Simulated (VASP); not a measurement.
Here is a VASP 6.6.1 calculation.

INCAR

```
PREC = Accurate
ENCUT = 520
EDIFF = 1E-7
ISMEAR = 0
SIGMA = 0.05
LREAL = F
LASPH = T
NELM = 100
ALGO = Normal
ISIF = 2
LWAVE = F
LCHARG = T
GGA = CA
LELF = T
LVHAR = T
NBANDS = 25
```

File KPOINTS:

```
Automatic mesh
0
Gamma
  4 4 4
```

POSCAR

```
K3HO
1.0
    5.5600000000      0.0000000000      0.0000000000
    0.0000000000      5.5600000000      0.0000000000
    0.0000000000      0.0000000000      5.5600000000
H O K
1 1 3
Direct
    0.0000000000      0.0000000000      0.0000000000
    0.5000000000      0.5000000000      0.5000000000
    0.5000000000      0.5000000000      0.0000000000
    0.5000000000      0.0000000000      0.5000000000
    0.0000000000      0.5000000000      0.5000000000
```

Potentials or basis: VASP PAW LDA potentials, release 64 (H, O, K_sv).

The run is started by

```console
$ cat potpaw_LDA.64/H/POTCAR potpaw_LDA.64/O/POTCAR potpaw_LDA.64/K_sv/POTCAR > POTCAR
$ mpirun -np 1 vasp_std > vasp.out
```

(1) What does it give for the band gap on the k mesh?

(2) What does it give for the pressure?

Results:

(1) 1.48 eV, indirect (least direct gap 1.53 eV).

(2) -3.7 GPa.
